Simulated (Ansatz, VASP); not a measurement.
**CaTi2N2 in VASP and in Ansatz**

Contents of INCAR:

```
SYSTEM = CaTi2N2
PREC = Accurate
ENCUT = 600
EDIFF = 1E-6
ISMEAR = 0
SIGMA = 0.15
LREAL = .False.
LASPH = .True.
NELM = 150
ALGO = Normal
ISIF = 3
LWAVE = .False.
LCHARG = .False.
ISPIN = 2
MAGMOM = 0 1 1 0 0
LORBIT = 11
LMAXMIX = 4
GGA = PE
IBRION = 2
NSW = 36
EDIFFG = -0.08
```

KPOINTS

```
Automatic mesh
0
Gamma
  4 4 2
  0 0 0
```

POSCAR

```
CaTi2N2
1.0
    3.2000000000      0.0000000000      0.0000000000
   -1.6000000000      2.7712812900      0.0000000000
    0.0000000000      0.0000000000      7.8400000000
Ca Ti N
1 2 2
Direct
    0.3333333300      0.6666666700      0.6500000000
    0.0000000000      0.0000000000      0.0000000000
    0.6666666700      0.3333333300      0.3000000000
    0.3333333300      0.6666666700      0.1500000000
    0.0000000000      0.0000000000      0.4600000000
```

Input for Ansatz:

```yaml
crystal:
  lattice:
    - [3.2, 0.0, 0.0]
    - [-1.6, 2.77128129, 0.0]
    - [0.0, 0.0, 7.84]
  atoms:
    - { symbol: Ca, position: [0.33333333, 0.66666667, 0.65] }
    - { symbol: Ti, position: [0.0, 0.0, 0.0], spin: 1.0 }
    - { symbol: Ti, position: [0.66666667, 0.33333333, 0.3], spin: 1.0 }
    - { symbol: "N", position: [0.33333333, 0.66666667, 0.15] }
    - { symbol: "N", position: [0.0, 0.0, 0.46] }
basis:
  ecutwfc: 420
kpoints:
  mp_grid: { grid: [4, 4, 2] }
hamiltonian:
  xc: pbe
scf:
  occupations: { method: gaussian, width: 0.15 }
  lower_state_search: "off"
output:
  forces: true
  stress: true
  eigenvalues: true
  populations: true
magnetization:
  spin_polarized: true
relax:
  adjacent_minimum: "off"
  f_tol: 0.08
  max_steps: 16
  cell: { stress_tol: 0.8 }
```

Alike in both runs: task relaxation of cell and atoms; functional PBE; k mesh 4 × 4 × 2; occupations gaussian, width 0.15 eV; collinear spin.

|  | VASP | Ansatz |
| --- | --- | --- |
| version | VASP 6.6.1 | Ansatz 0.2.0 |
| potentials or method | VASP PAW PBE potentials, release 64 (Ca_sv, Ti_sv, N), cutoff 600 eV | scalar-relativistic, plane waves, PAW |
| valence electrons in the cell | 44 | 44 |

|  | VASP | Ansatz | Ansatz less VASP |
| --- | --- | --- | --- |
| gap on the k mesh at the Fermi level, each at its own relaxed structure (eV) | none | none | - |
| net moment per atom (μB) | 0.00 | 0.00 | 0.000 |
| relaxed volume (Å³/atom) | 13.34 | 13.35 | +0.011 |
| relaxed length of the cell vector where the two differ most in proportion (Å) | 7.938 | 7.960 | +0.0214 |

A gap of «none» marks a metal or a gap that the smearing closes. Ansatz's warnings: seeded moment not kept.

The k mesh is coarse, so the values compare programs but aren't converged.
